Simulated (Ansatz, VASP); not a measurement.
# Two plane-wave programs on BaTe

Contents of INCAR:

```
  ALGO = Normal
  EDIFF = 1E-6
  ENCUT = 520
  GGA = PE
  ISIF = 2
  ISMEAR = -1
  LASPH = True
  LCHARG = True
  LELF = True
  LREAL = False
  LVHAR = True
  LWAVE = False
  NBANDS = 15
  NELM = 80
  PREC = Accurate
  SIGMA = 0.02
```

Contents of KPOINTS:

```
k-points
0
Gamma
  6 6 6
```

POSCAR

```
BaTe
1.0
    0.0000000000      3.7362055650      3.5323868441
    3.7362055650      0.0000000000      3.5323868441
    3.7362055650      3.7362055650      0.0000000000
Ba Te
1 1
Direct
    0.0000000000      0.0000000000      0.0000000000
    0.5000000000      0.5000000000      0.5000000000
```

Input for Ansatz:

```yaml
crystal:
  lattice:
    - [0.0, 3.736205565, 3.5323868441]
    - [3.736205565, 0.0, 3.5323868441]
    - [3.736205565, 3.736205565, 0.0]
  atoms:
    - { symbol: Ba, position: [0.0, 0.0, 0.0] }
    - { symbol: Te, position: [0.5, 0.5, 0.5] }
kpoints:
  mp_grid: { grid: [6, 6, 6] }
  band_path:
    path:
      - [0.0, 0.0, 0.0]
      - [0.5, 0.0, 0.5]
      - [0.625, 0.25, 0.625]
      - [0.375, 0.375, 0.75]
      - [0.5, 0.5, 0.5]
      - [0.5, 0.25, 0.75]
      - [0.5, 0.5, 0.0]
    npoints: 1
hamiltonian:
  xc: pbe
scf:
  occupations: { method: fermi_dirac, width: 0.02 }
  n_extra_bands: 4
output:
  forces: true
  stress: true
  eigenvalues: true
  write_density: true
  write_potential: true
  elf: true
  volumetric_format: npy
```

Change from the starting cell: biaxial_xy strain +5.8%.

Alike in both runs: task single point; functional PBE; k mesh 6 × 6 × 6; occupations fermi-dirac, width 0.02 eV; no spin polarisation.

|  | VASP | Ansatz |
| --- | --- | --- |
| version | VASP 6.6.1 | Ansatz 0.2.0 |
| potentials or method | VASP PAW PBE potentials, release 64 (Ba_sv, Te) | plane waves, PAW |
| plane-wave cutoff (eV) | 520 | 420 |
| valence electrons in the cell | 16 | 26 |

|  | VASP | Ansatz | Ansatz less VASP |
| --- | --- | --- | --- |
| gap on the k mesh at the Fermi level (eV) | 1.71 | 1.78 | +0.066 |
| pressure (GPa) | -2.1 | -2.3 | -0.22 |
| traceless stress, the component that is largest in VASP (GPa) | 1.39 | 1.29 | -0.104 |

VASP's potentials hold 16 valence electrons a cell and Ansatz's 26, so a difference there can come from the potentials and not from the codes.

Neither program's run includes spin-orbit coupling.
